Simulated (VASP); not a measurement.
Input of a VASP 6.6.1 run:

The input INCAR:

```
SYSTEM = VH2
ALGO = Normal ; EDIFF = 1E-6
ENCUT = 520 ; GGA = PS
ISIF = 2 ; ISMEAR = -1
LASPH = .True. ; LCHARG = .True.
LELF = .True. ; LREAL = .False.
LVHAR = .True. ; LWAVE = .False.
NBANDS = 14 ; NELM = 100
PREC = Accurate ; SIGMA = 0.05
```

Contents of KPOINTS:

```
k-points
0
Gamma
  11 11 11
  0 0 0
```

The input POSCAR:

```
VH2
1.0
    0.0000000000      2.0975786559      2.0975786559
    2.0975786559      0.0000000000      2.0975786559
    2.0975786559      2.0975786559      0.0000000000
V H
1 2
Direct
   -0.0375000000     -0.0375000000     -0.0375000000
    0.7875000000      0.7875000000      0.7875000000
    0.2500000000      0.2500000000      0.2500000000
```

Potentials or basis: VASP PAW PBE potentials, release 64 (V_sv, H).

The run is started by

```console
$ cat potpaw_PBE.64/V_sv/POTCAR potpaw_PBE.64/H/POTCAR > POTCAR
$ mpirun -np 1 vasp_std > vasp.out
```

Q: What does it give for the pressure?

A: 24.4 GPa.

Q: What does it give for the largest force?

A: 11.339 eV/Å.

Stress tensor (GPa, compression positive):
```
24.43 29.08 29.08
29.08 24.43 29.08
29.08 29.08 24.43
```

Caveat: the cell differs from its parent crystal (shortest bond scaled by 0.7); the PAW data sets were made with another functional, which shifts forces and pressure a little.
